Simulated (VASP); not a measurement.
In3Se: single point with PBE+D3(BJ)

Crystal: In3Se.

```xyz
4
Lattice="4.3482 -0.3526 0.0000 -0.3526 4.3482 0.0000 0.0000 0.0000 4.7008" Properties=species:S:1:pos:R:3 pbc="T T T"
In   -0.1763    2.1741    2.3504
In    2.1741   -0.1763    2.3504
In    1.9978    1.9978    0.0000
Se    0.0000    0.0000    0.0000
```

```yaml
Program: VASP 6.6.1
Task: single point
Functional: PBE
Dispersion: D3(BJ)
Potentials_or_basis: VASP PAW PBE potentials, release 64 (In_d, Se)
Cutoff: 520 eV
k_mesh: 8 × 8 × 8
Occupations: gaussian, width 0.15 eV
Spin: no spin polarisation
Dipole_correction: no
Further_INCAR_settings: ALGO = Normal; EDIFF = 1e-06; NBANDS = 30
```

| Item | Value |
| --- | --- |
| Pressure | 10.8 GPa |
| Band gap on the k mesh | zero (an odd number of electrons rules out a gap without spin polarisation) |
| Dispersion energy per atom | -0.402 eV |

Stress tensor (GPa, compression positive):
```
12.19  6.41  0.00
 6.41 12.19  0.00
 0.00  0.00  8.13
```

Levels at points of the mesh, in eV from the Fermi level:
| k point | band 19 | band 20 | band 21 | band 22 | band 23 | band 24 | band 25 | band 26 | band 27 | band 28 |
| --- | --- | --- | --- | --- | --- | --- | --- | --- | --- | --- |
| (0.00, 0.00, 0.00) | -4.59 | -3.87 | -2.45 | -1.19 | 0.11 | 1.09 | 2.05 | 3.60 | 4.64 | 5.45 |
| (0.50, 0.00, 0.00) | -3.52 | -3.51 | -1.96 | -0.99 | -0.20 | 0.03 | 1.33 | 3.76 | 4.04 | 5.25 |
| (0.50, 0.50, 0.00) | -6.32 | -2.86 | -1.80 | -1.39 | -0.52 | 0.56 | 1.00 | 1.80 | 1.96 | 5.03 |
| (0.00, 0.00, 0.50) | -3.94 | -2.79 | -1.22 | -1.00 | -0.36 | 0.21 | 1.43 | 3.29 | 3.84 | 4.12 |
| (0.50, 0.00, 0.50) | -6.81 | -2.74 | -1.14 | -0.84 | 0.42 | 0.84 | 2.18 | 2.73 | 3.69 | 5.47 |
| (0.50, 0.50, 0.50) | -5.57 | -5.57 | -4.48 | -4.07 | -3.43 | 2.72 | 3.23 | 4.69 | 8.20 | 8.50 |

Run time: 3.5 min on 1 thread of AMD EPYC 7R43 64-Core Processor (Zen 3), on a shared host, peak memory 0.32 GiB.

Caveat: the cell stands under pressure; spin-orbit coupling is left out, which moves the levels of the heavy elements.
